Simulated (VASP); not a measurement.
Pd, 1 atom in the cell. It takes space group Fm-3m (No. 225, cubic). The conventional cell has a = 3.842 Å, b = 3.842 Å, c = 3.842 Å, α = 90.00°, β = 90.00°, γ = 90.00°. Pd (site symmetry m-3m) has 12 Pd at 2.72 Å within 3.6 Å. 

| Property | Result |
| --- | --- |
| Program | VASP 6.6.1 |
| Task | single point |
| Functional | LDA |
| Potentials or basis | VASP PAW LDA potentials, release 64 (Pd) |
| Cutoff | 520 eV |
| k mesh | 14 × 14 × 14 |
| Occupations | fermi-dirac, width 0.1 eV |
| Spin | no spin polarisation |
| Dipole correction | no |
| Further INCAR settings | ALGO = Normal; EDIFF = 1e-07; NBANDS = 11 |

Potentials or basis: VASP PAW LDA potentials, release 64 (Pd).

Launch:

```bash
$ cat potpaw_LDA.64/Pd/POTCAR > POTCAR
$ mpirun -np 1 vasp_std > vasp.out
```

Hardware: 1 thread of Intel(R) Xeon(R) Platinum 8259CL CPU @ 2.50GHz (Skylake/Cascade Lake), with other jobs on the host.

**Question.** How long does it take, and how much memory?

**Answer.** Wall time 11 s on 1 thread of Intel(R) Xeon(R) Platinum 8259CL CPU @ 2.50GHz (Skylake/Cascade Lake) (shared host), peak memory 0.13 GiB. Counts: scf iterations 12, k points 104.
